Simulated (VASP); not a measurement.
# Ta12CN12O in VASP: single point with PBE+D3(BJ)

Aim: the single point of Ta12CN12O with PBE+D3(BJ).

Everything below comes from runs of VASP 6.6.1. Logs are shortened: lines on timing, memory, paths and dates and some standing lists are left out, and cuts for length are marked.

**1. The cell of the first run**

The cell holds a slab with vacuum, 26 atoms: a = 6.200 Å, b = 6.200 Å, c = 23.641 Å, α = 90.00°, β = 90.00°, γ = 90.00°.

**2. Single point, PBE+D3(BJ)**

The input, INCAR:

```
  ALGO = Normal
  DIPOL = 0.5 0.5 0.282
  EDIFF = 1E-6
  ENCUT = 520
  GGA = PE
  IDIPOL = 3
  ISIF = 2
  ISMEAR = 0
  IVDW = 12
  LASPH = True
  LCHARG = False
  LDIPOL = True
  LREAL = Auto
  LWAVE = False
  NBANDS = 120
  NELM = 100
  PREC = Accurate
  SIGMA = 0.1
```

The input, KPOINTS:

```
k-points
0
Gamma
  5 5 1
```

The input, POSCAR:

```
Ta12CN12O
1.0
    6.2001725115      0.0000000000      0.0000000000
    0.0000000000      6.2001725115      0.0000000000
    0.0000000000      0.0000000000     23.6408372278
Ta N O C
12 12 1 1
Direct
    0.0000000000      0.0000000000      0.1691987454
    0.0000000000      0.5000000000      0.1691987454
    0.5000000000      0.0000000000      0.1691987454
    0.5000000000      0.5000000000      0.1691987454
    0.2500000000      0.2500000000      0.2639148470
    0.2500000000      0.7500000000      0.2639148470
    0.7500000000      0.2500000000      0.2639148470
    0.7500000000      0.7500000000      0.2639148470
    0.0000000000      0.0000000000      0.3497991444
    0.0000000000      0.5000000000      0.3497991444
    0.5000000000      0.0000000000      0.3497991444
    0.5000000000      0.5000000000      0.3497991444
    0.2500000000      0.2500000000      0.1691987454
    0.2500000000      0.7500000000      0.1691987454
    0.7500000000      0.2500000000      0.1691987454
    0.7500000000      0.7500000000      0.1691987454
    0.0000000000      0.0000000000      0.2596240253
    0.0000000000      0.5000000000      0.2596240253
    0.5000000000      0.0000000000      0.2596240253
    0.5000000000      0.5000000000      0.2596240253
    0.2500000000      0.2500000000      0.3633897203
    0.2500000000      0.7500000000      0.3633897203
    0.7500000000      0.2500000000      0.3633897203
    0.7500000000      0.7500000000      0.3633897203
    0.2500000000      0.2500000000      0.4902887794
    0.2500000000      0.2500000000      0.5389334187
```

Potentials or basis: VASP PAW PBE potentials, release 64 (Ta_pv, N, O, C).

Command:

```bash
$ cat potpaw_PBE.64/Ta_pv/POTCAR potpaw_PBE.64/N/POTCAR potpaw_PBE.64/O/POTCAR potpaw_PBE.64/C/POTCAR > POTCAR
$ mpirun -np 1 vasp_std > vasp.out
```

OUTCAR:

```text
EDIFF = 1E-6
   ENCUT = 520
   GGA = PE
   ISIF = 2
   ISMEAR = 0
   IVDW = 12
   LASPH = True
   LREAL = Auto
   NELM = 100
   PREC = Accurate
 IVDW          = 12

 ion  position               nearest neighbor table
   1  0.000  0.000  0.169-  17 2.14  14 2.19  15 2.19  16 2.19  13 2.19   3 3.10   2 3.10   2 3.10
                             3 3.10   8 3.13   5 3.13   6 3.13   7 3.13
   2  0.000  0.500  0.169-  18 2.14  14 2.19  15 2.19  16 2.19  13 2.19   4 3.10   1 3.10   1 3.10
                             4 3.10   8 3.13   5 3.13   6 3.13   7 3.13
   3  0.500  0.000  0.169-  19 2.14  14 2.19  15 2.19  16 2.19  13 2.19   4 3.10   1 3.10   4 3.10
                             1 3.10   8 3.13   5 3.13   6 3.13   7 3.13
   4  0.500  0.500  0.169-  20 2.14  14 2.19  15 2.19  16 2.19  13 2.19   3 3.10   2 3.10   3 3.10
                             2 3.10   8 3.13   5 3.13   6 3.13   7 3.13
   5  0.250  0.250  0.264-  17 2.19  18 2.19  19 2.19  20 2.19  13 2.24  21 2.35  11 2.99  12 2.99
                             9 2.99  10 2.99   6 3.10   7 3.10   6 3.10   7 3.10   3 3.13   4 3.13
   6  0.250  0.750  0.264-  17 2.19  18 2.19  19 2.19  20 2.19  14 2.24  22 2.35  11 2.99  12 2.99
                             9 2.99  10 2.99   5 3.10   8 3.10   5 3.10   8 3.10   3 3.13   4 3.13
   7  0.750  0.250  0.264-  17 2.19  18 2.19  19 2.19  20 2.19  15 2.24  23 2.35  11 2.99  12 2.99
                             9 2.99  10 2.99   5 3.10   8 3.10   8 3.10   5 3.10   3 3.13   4 3.13
   8  0.750  0.750  0.264-  17 2.19  18 2.19  19 2.19  20 2.19  16 2.24  24 2.35  11 2.99  12 2.99
                             9 2.99  10 2.99   6 3.10   7 3.10   7 3.10   6 3.10   3 3.13   4 3.13
   9  0.000  0.000  0.350-  17 2.13  21 2.22  22 2.22  23 2.22  24 2.22   6 2.99   7 2.99   8 2.99
[... 4 lines left out ...]
                             5 2.99  12 3.10   9 3.10  12 3.10   9 3.10
  12  0.500  0.500  0.350-  20 2.13  21 2.22  22 2.22  23 2.22  24 2.22   6 2.99   7 2.99   8 2.99
                             5 2.99  11 3.10  10 3.10  11 3.10  10 3.10
  13  0.250  0.250  0.169-   1 2.19   2 2.19   3 2.19   4 2.19   5 2.24
  14  0.250  0.750  0.169-   1 2.19   2 2.19   3 2.19   4 2.19   6 2.24
  15  0.750  0.250  0.169-   1 2.19   2 2.19   3 2.19   4 2.19   7 2.24
  16  0.750  0.750  0.169-   1 2.19   2 2.19   3 2.19   4 2.19   8 2.24
  17  0.000  0.000  0.260-   9 2.13   1 2.14   6 2.19   7 2.19   8 2.19   5 2.19
  18  0.000  0.500  0.260-  10 2.13   2 2.14   6 2.19   7 2.19   8 2.19   5 2.19
  19  0.500  0.000  0.260-  11 2.13   3 2.14   6 2.19   7 2.19   8 2.19   5 2.19
  20  0.500  0.500  0.260-  12 2.13   4 2.14   6 2.19   7 2.19   8 2.19   5 2.19
  21  0.250  0.250  0.363-   9 2.22  10 2.22  11 2.22  12 2.22   5 2.35
  22  0.250  0.750  0.363-   9 2.22  10 2.22  11 2.22  12 2.22   6 2.35
  23  0.750  0.250  0.363-   9 2.22  10 2.22  11 2.22  12 2.22   7 2.35
  24  0.750  0.750  0.363-   9 2.22  10 2.22  11 2.22  12 2.22   8 2.35
  25  0.250  0.250  0.490-  26 1.15
  26  0.250  0.250  0.539-  25 1.15

  LATTYP: Found a simple tetragonal cell.
 ALAT       =     6.2001725115
 C/A-ratio  =     3.8129321699

  Lattice vectors:

 A1 = (   6.2001725115,   0.0000000000,   0.0000000000)
 A2 = (   0.0000000000,   6.2001725115,   0.0000000000)
 A3 = (   0.0000000000,   0.0000000000,  23.6408372278)

Analysis of symmetry for initial positions (statically):
=====================================================================
 Subroutine PRICEL returns:
 Original cell was already a primitive cell.

 Routine SETGRP: Setting up the symmetry group for a
 simple tetragonal supercell.

 Subroutine GETGRP returns: Found  8 space group operations
 (whereof  2 operations were pure point group operations)
 out of a pool of 16 trial point group operations.

The static configuration has the point symmetry C_1h.
 The point group associated with its full space group is C_4v.

Analysis of symmetry for dynamics (positions and initial velocities):
=====================================================================
 Subroutine PRICEL returns:
 Original cell was already a primitive cell.

 Routine SETGRP: Setting up the symmetry group for a
 simple tetragonal supercell.

 Subroutine GETGRP returns: Found  8 space group operations
 (whereof  2 operations were pure point group operations)
 out of a pool of 16 trial point group operations.

The dynamic configuration has the point symmetry C_1h.
 The point group associated with its full space group is C_4v.

 Subroutine INISYM returns: Found  8 space group operations
 (whereof  2 operations are pure point group operations),
 and found     1 'primitive' translations

----------------------------------------------------------------------------------------

                                     Primitive cell

  volume of cell :     908.8044
[... 85 lines left out ...]
     0.000000000  0.000000000  0.000000000

 Subroutine IBZKPT returns following result:
 ===========================================

 Found      6 irreducible k-points:

 Following reciprocal coordinates:
            Coordinates               Weight
  0.000000  0.000000  0.000000      1.000000
  0.200000  0.000000  0.000000      4.000000
  0.400000  0.000000  0.000000      4.000000
  0.200000  0.200000  0.000000      4.000000
  0.400000  0.200000  0.000000      8.000000
  0.400000  0.400000  0.000000      4.000000
   k-points           NKPTS =      6   k-points in BZ     NKDIM =      6   number of bands    NBANDS=    120
   number of dos      NEDOS =    301   number of ions     NIONS =     26
   total plane-waves  NPLWV = 414720
   dimension x,y,z NGX =    48 NGY =   48 NGZ =  180
   dimension x,y,z NGXF=    96 NGYF=   96 NGZF=  360
   ions per type =              12  12   1   1
   NGX,Y,Z   is equivalent  to a cutoff of  12.87, 12.87, 12.66 a.u.
   NGXF,Y,Z  is equivalent  to a cutoff of  25.74, 25.74, 25.32 a.u.
 SYSTEM =  unknown system
   PREC   = accura    normal or accurate (medium, high low for compatibility)
   ISTART =      0    job   : 0-new  1-cont  2-samecut
   ICHARG =      2    charge: 1-file 2-atom 10-const
   ISPIN  =      1    spin polarized calculation?
   LNONCOLLINEAR =      F non collinear calculations
   LSORBIT =      F    spin-orbit coupling
   LASPH  =      T    aspherical Exc in radial PAW
   ENCUT  =  520.0 eV  38.22 Ry    6.18 a.u.  11.53 11.53 43.96*2*pi/ulx,y,z
   NELM   =    100;   NELMIN=  2; NELMDL= -5     # of ELM steps
   EDIFF  = 0.1E-05   stopping-criterion for ELM
   LREAL  =      T    real-space projection
   EDIFFG = 0.1E-04   stopping-criterion for IOM
   NSW    =      0    number of steps for IOM
   IBRION =     -1    ionic relax: 0-MD 1-quasi-New 2-CG
   NFREE  =      0    steps in history (QN), initial steepest desc. (CG)
   ISIF   =      2    stress and relaxation
   ISYM   =      2    0-nonsym 1-usesym 2-fastsym
   POTIM  = 0.5000    time-step for ionic-motion
   TEBEG  =    0.0;   TEEND  =   0.0 temperature during run
   PSTRESS=    0.0 pullay stress
   NELECT =     202.0000    total number of electrons
   NUPDOWN=      -1.0000    fix difference up-down
   EMIN   =  10.00;   EMAX   =-10.00  energy-range for DOS
   EFERMI =   0.00;   METHOD = LEGACY
   ISMEAR =     0;   SIGMA  =   0.10  broadening in eV -4-tet -1-fermi 0-gaus
   EFERMI_NEDOS =   21; number of points for ismear=-14 and -15
   IALGO  =     38    algorithm
   IMIX   =      4    mixing-type and parameters
     AMIX     =   0.40;   BMIX     =  1.00
     AMIX_MAG =   1.60;   BMIX_MAG =  1.00
  volume/ion in A,a.u.               =      34.95       235.88
  Fermi-wavevector in a.u.,A,eV,Ry     =   0.991673  1.873990 13.380178  0.983415
  Thomas-Fermi vector in A             =   2.123431
   LORBIT       =      0    0 simple, 1 ext, 2 COOP (PROOUT), +10 PAW based schemes
   GGA     = PE    functional components
   LHFCALC =     F    Hartree Fock is set to
   AEXX    =    0.0000 exact exchange contribution
   IVDW    =    12    specifies the selected vdW correction
   LEPSILON=     F    determine dielectric tensor
   LRPA    =     F    only Hartree local field effects (RPA)
 non-spin polarized calculation
 Gauss-broadening in eV      SIGMA  =   0.10
  energy-cutoff  :      520.00
  volume of cell :      908.80
 maximum number of plane-waves:     24516
 NGX is ok and might be reduce to    48
   NGX = 23   NGY = 23   NGZ = 87

 dipolmoment           0.000000      0.000000      0.005688 electrons x Angstroem

 number of electron     202.0000020 magnetization

 dipolmoment           0.000000      0.000000     -0.072387 electrons x Angstroem

 Free energy of the ion-electron system (eV)
  ---------------------------------------------------
  ext. energy  EPLUGINS =         0.00000000
  ---------------------------------------------------
  free energy    TOTEN  =      -270.40723543 eV

  energy without entropy =     -270.30432636  energy(sigma->0) =     -270.35578089

 E-fermi :   0.2574     XC(G=0):  -5.0566

 val. band max:        0.2555605068   @ k =   0.4000   0.4000   0.0000
 cond. band min:       0.2786681684   @ k =   0.4000   0.2000   0.0000
 fundamental gap:      0.0231076616
 Fermi energy:         0.2574003852

 k-point     1 :       0.0000    0.0000    0.0000
  band No.  band energies     occupation
      1     -36.1296      2.00000
      2     -36.1296      2.00000
      3     -36.0747      2.00000
      4     -36.0742      2.00000
      5     -35.9968      2.00000
      6     -35.9968      2.00000
[... 685 lines left out ...]
    112       1.3547      0.00000
    113       1.4688      0.00000
 [bands above 113 left out]

------------------------ aborting loop because EDIFF is reached ----------------------------------------

 vacuum level on the upper side and lower side of the slab       (xc-potential included)        -0.271         0.065

 Edisp (eV)   -7.52094

 E8    (eV) :    -3.5793

  FORCE on cell =-STRESS in cart. coord.  units (eV):
  Direction    XX          YY          ZZ          XY          YZ          ZX
  --------------------------------------------------------------------------------------
  -------------------------------------------------------------------------------------
  Total     -33.53330   -33.53330     4.25435     0.00000     0.00000     0.00000
  in kB     -59.11756   -59.11756     7.50020     0.00000     0.00000     0.00000
  external pressure =      -36.91 kB  Pullay stress =        0.00 kB

 VOLUME and BASIS-vectors are now :
 -----------------------------------------------------------------------------
  energy-cutoff  :      520.00
  volume of cell :      908.80
      direct lattice vectors                 reciprocal lattice vectors
     6.200172511  0.000000000  0.000000000     0.161285835  0.000000000  0.000000000
     0.000000000  6.200172511  0.000000000     0.000000000  0.161285835  0.000000000
     0.000000000  0.000000000 23.640837228     0.000000000  0.000000000  0.042299686

 POSITION                                       TOTAL-FORCE (eV/Angst)
 -----------------------------------------------------------------------------------
      0.00000      0.00000      4.00000         0.000100      0.000100      0.683503
      0.00000      3.10009      4.00000         0.000100     -0.000100      0.683503
      3.10009      0.00000      4.00000        -0.000100      0.000100      0.683503
      3.10009      3.10009      4.00000        -0.000100     -0.000100      0.683503
      1.55004      1.55004      6.23917        -0.000000     -0.000000      0.060363
      1.55004      4.65013      6.23917        -0.000000     -0.000000     -0.002338
[... 18 lines left out ...]
      1.55004      1.55004     11.59084        -0.000000      0.000000      0.753733
      1.55004      1.55004     12.74084        -0.000000     -0.000000     -0.616795
 -----------------------------------------------------------------------------------
    total drift:                                0.000000      0.000000      0.011906

  FREE ENERGIE OF THE ION-ELECTRON SYSTEM (eV)
  ---------------------------------------------------
  free  energy   TOTEN  =      -277.9281740741 eV

  energy  without entropy=     -277.8252650086  energy(sigma->0) =     -277.87671954

 vacuum level on the upper side and lower side of the slab         3.667         4.006
```

Wall time 20 min (1 thread of Intel Xeon 6975P-C (Granite Rapids), shared host); peak memory 1.1 GiB.

Results:

| Item | Value |
| --- | --- |
| Free energy | -277.9282 eV |
| Largest force | 0.965 eV/Å |
| Band gap on the k mesh | zero (bands 101 and 102 overlap by 0.51 eV) |
| Dispersion energy per atom | -0.289 eV |

Forces in eV/Å, atoms in the order of the input:
```
Ta   0.000  0.000  0.684
Ta   0.000  0.000  0.684
Ta   0.000  0.000  0.684
Ta   0.000  0.000  0.684
Ta   0.000  0.000  0.060
Ta   0.000  0.000 -0.002
Ta   0.000  0.000 -0.002
Ta   0.000  0.000 -0.021
Ta  -0.005 -0.005  0.325
Ta  -0.005  0.005  0.325
Ta   0.005 -0.005  0.325
Ta   0.005  0.005  0.325
N    0.000  0.000 -0.965
N    0.000  0.000 -0.934
N    0.000  0.000 -0.934
N    0.000  0.000 -0.923
N   -0.002 -0.002 -0.074
N   -0.002  0.002 -0.074
N    0.002 -0.002 -0.074
N    0.002  0.002 -0.074
N    0.000  0.000 -0.209
N    0.000  0.000  0.017
N    0.000  0.000  0.017
N    0.000  0.000  0.022
O    0.000  0.000  0.754
C    0.000  0.000 -0.617
```

Caveat: spin-orbit coupling is left out, which moves the levels of the heavy elements.

The gap in the log of VASP goes by the Fermi energy; the results here count the filled bands.